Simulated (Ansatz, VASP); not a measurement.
## Cl: VASP beside Ansatz

```
Cl
1.0
     4.40258    0.00000    0.00000
    -2.20129    3.81275    0.00000
     0.00000    0.00000    7.90018
Cl
4
Direct
  0.00000 0.00000 0.25000
  0.00000 0.00000 0.75000
  0.33333 0.66667 0.75000
  0.66667 0.33333 0.25000
```

Alike in both runs: functional PBEsol; k mesh 12 × 12 × 6; occupations gaussian, width 0.1 eV; no spin polarisation.

Ansatz relaxed the structure, and its values are those at the end. VASP's run is a single point on that final structure, the one shown.

```csv
,VASP,Ansatz
version,VASP 6.6.1,Ansatz 0.2.0
potentials or method,"VASP PAW PBE potentials, release 64 (Cl), cutoff 520 eV","scalar-relativistic, plane waves, PAW"
valence electrons in the cell,28,28
```

```csv
,VASP,Ansatz,Ansatz less VASP
gap on the k mesh at the Fermi level (eV),none,none,-
pressure (GPa),0.0,0.0,+0.03
```

VASP's potentials were made for PBE, not for PBEsol. A gap of «none» marks a metal or a gap that the smearing closes. With one functional, cell and mesh, what is left measures potentials, basis and numerics.
